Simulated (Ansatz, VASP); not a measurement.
**Two plane-wave programs on AlN**

```
CELL_PARAMETERS angstrom
0.00497 2.21099 2.21096
2.16043 -0.01437 2.23013
2.16022 2.23019 -0.01440
ATOMIC_POSITIONS crystal
Al 0.99479 0.98760 0.99918
N 0.75076 0.73004 0.74179
```

Alike in both runs: task single point; functional PBE; k mesh 6 × 6 × 6; no spin polarisation.

|  | VASP | Ansatz |
| --- | --- | --- |
| version | VASP 6.6.1 | Ansatz 0.2.0 |
| potentials or method | VASP PAW PBE potentials, release 64 (Al, N), cutoff 520 eV | plane waves, PAW |
| occupations | gaussian, width 0.01 eV | fixed |
| valence electrons in the cell | 8 | 8 |

```tsv
	VASP	Ansatz	Ansatz less VASP
pressure (GPa)	-1.1	-0.8	+0.28
traceless stress, the component that is largest in VASP (GPa)	2.45	2.43	-0.019
rms of the force components (eV/Å)	0.181	0.181	-0.0004
```

Atom by atom the forces differ by 0.000 eV/Å (rms over components).
